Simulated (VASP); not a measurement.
Write the native input for VASP 6.6.1 that does the following.

```
Task                   : single point
Functional             : r2SCAN
Potentials or basis    : VASP PAW PBE potentials, release 64 (Ba_sv, Zr_sv, S)
Cutoff                 : 550 eV
k mesh                 : 8 × 8 × 8
Occupations            : gaussian, width 0.02 eV
Spin                   : no spin polarisation
Dipole correction      : no
Further INCAR settings : ALGO = Normal; EDIFF = 1e-06; NBANDS = 37
```

Crystal: Ba2ZrS4.

```xyz
7
Lattice="-2.4410 2.4410 7.7433 2.4410 -2.4410 7.7433 2.4410 2.4410 -7.7433" Properties=species:S:1:pos:R:3 pbc="T T T"
Ba    0.0000    0.0000    9.9402
Ba    0.0000    0.0000    5.5463
Zr    0.0000    0.0000    0.0000
S     0.0000    2.4410    0.0000
S     2.4410    0.0000    0.0000
S     0.0000    0.0000   12.9303
S     0.0000    0.0000    2.5562
```

One way to write it, as run:

POSCAR

```
Ba2ZrS4
1.0
   -2.4410342025      2.4410342025      7.7432654447
    2.4410342025     -2.4410342025      7.7432654447
    2.4410342025      2.4410342025     -7.7432654447
Ba Zr S
2 1 4
Direct
    0.6418604229      0.6418604229      0.0000000000
    0.3581395771      0.3581395771      0.0000000000
    0.0000000000      0.0000000000      0.0000000000
    0.5000000000      0.0000000000      0.5000000000
    0.0000000000      0.5000000000      0.5000000000
    0.8349372716      0.8349372716      0.0000000000
    0.1650627284      0.1650627284      0.0000000000
```

INCAR.step1

```
PREC = Accurate ; ENCUT = 550
ISMEAR = 0 ; SIGMA = 0.02
LREAL = F ; LASPH = T
NELM = 120 ; NBANDS = 37
GGA = PE ; ALGO = Normal
EDIFF = 1E-5 ; LWAVE = T
LCHARG = F ; GGA_COMPAT = F
```

INCAR.step2

```
PREC = Accurate ; ENCUT = 550
EDIFF = 1E-6 ; ISMEAR = 0
SIGMA = 0.02 ; LREAL = F
LASPH = T ; NELM = 120
ALGO = Normal ; ISIF = 2
LWAVE = F ; LCHARG = T
METAGGA = R2SCAN ; LMIXTAU = T
LELF = T ; LVHAR = T
NBANDS = 37 ; ISTART = 1
GGA_COMPAT = F
```

KPOINTS

```
regular mesh
0
Gamma
  8 8 8
```

Potentials or basis: VASP PAW PBE potentials, release 64 (Ba_sv, Zr_sv, S).

Launch:

```console
$ cat potpaw_PBE.64/Ba_sv/POTCAR potpaw_PBE.64/Zr_sv/POTCAR potpaw_PBE.64/S/POTCAR > POTCAR
$ cp INCAR.step1 INCAR
$ mpirun -np 1 vasp_std > vasp.out
$ cp INCAR.step2 INCAR
$ mpirun -np 1 vasp_std > vasp.out
```

Results of the run:

```json
{"Pressure": "4.7 GPa", "Largest force": "0.064 eV/Å", "Band gap on the k mesh": "0.83 eV (least direct gap 0.93 eV)"}
```

Caveat: the cell stands under pressure; the PAW data sets were made with another functional, which shifts forces and pressure a little; spin-orbit coupling is left out, which moves the levels of the heavy elements.

It took 53 min on 1 thread of AMD EPYC 9R45 96-Core Processor (Zen 5) (shared host), peak memory 1 GiB.
